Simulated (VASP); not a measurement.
Wanted: the native input for a VASP 6.6.1 run.

```yaml
Task: single point
Functional: r2SCAN0
Potentials_or_basis: VASP PAW PBE potentials, release 64 (Pt)
Cutoff: 520 eV
k_mesh: 7 × 7 × 7
Occupations: fermi-dirac, width 0.1 eV
Spin: no spin polarisation
Dipole_correction: no
Grid_for_exact_exchange_PRECFOCK: Normal
Further_INCAR_settings: ALGO = Normal; EDIFF = 1e-06; NBANDS = 11
Share_of_exact_exchange: 0.25
```

Crystal: Pt.

```
Pt
1.0
     0.00000    1.97058    1.97058
     1.97058    0.00000    1.97058
     1.97058    1.97058    0.00000
Pt
1
Direct
  0.00000 0.00000 0.00000
```

These files were run (other wordings do the same):

POSCAR

```
Pt
1.0
    0.0000000000      1.9705765475      1.9705765475
    1.9705765475      0.0000000000      1.9705765475
    1.9705765475      1.9705765475      0.0000000000
Pt
1
Direct
    0.0000000000      0.0000000000      0.0000000000
```

INCAR.step1

```
SYSTEM = Pt
  ALGO = Normal
  EDIFF = 1E-5
  ENCUT = 520
  GGA = PE
  ISIF = 2
  ISMEAR = -1
  LASPH = .True.
  LCHARG = .False.
  LREAL = .False.
  LWAVE = .True.
  NBANDS = 11
  NELM = 100
  PREC = Accurate
  SIGMA = 0.1
```

INCAR.step2

```
SYSTEM = Pt
  AEXX = 0.25
  ALGO = Normal
  EDIFF = 1E-6
  ENCUT = 520
  ISIF = 2
  ISMEAR = -1
  ISTART = 1
  LASPH = .True.
  LCHARG = .False.
  LHFCALC = .True.
  LMIXTAU = .True.
  LREAL = .False.
  LWAVE = .False.
  METAGGA = R2SCAN
  NBANDS = 11
  NELM = 100
  PREC = Accurate
  PRECFOCK = Normal
  SIGMA = 0.1
```

KPOINTS

```
k-points
0
Gamma
  7 7 7
  0 0 0
```

Potentials or basis: VASP PAW PBE potentials, release 64 (Pt).

The run is started by

```console
$ cat potpaw_PBE.64/Pt/POTCAR > POTCAR
$ cp INCAR.step1 INCAR
$ mpirun -np 1 vasp_std > vasp.out
$ cp INCAR.step2 INCAR
$ mpirun -np 1 vasp_std > vasp.out
```

It gave:

```yaml
Pressure: -4.3 GPa
Band_gap_on_the_k_mesh: zero (bands 5 and 6 overlap by 3.51 eV)
```

Caveat: the k points lie up to 0.39 Å⁻¹ apart, too coarse for converged energies and pressures of a metal; the PAW data sets were made with another functional, which shifts forces and pressure a little; spin-orbit coupling is left out, which moves the levels of the heavy elements.

Wall time 21 min on 1 thread of Intel Xeon 8259CL, with other jobs on the host, peak memory 0.17 GiB.
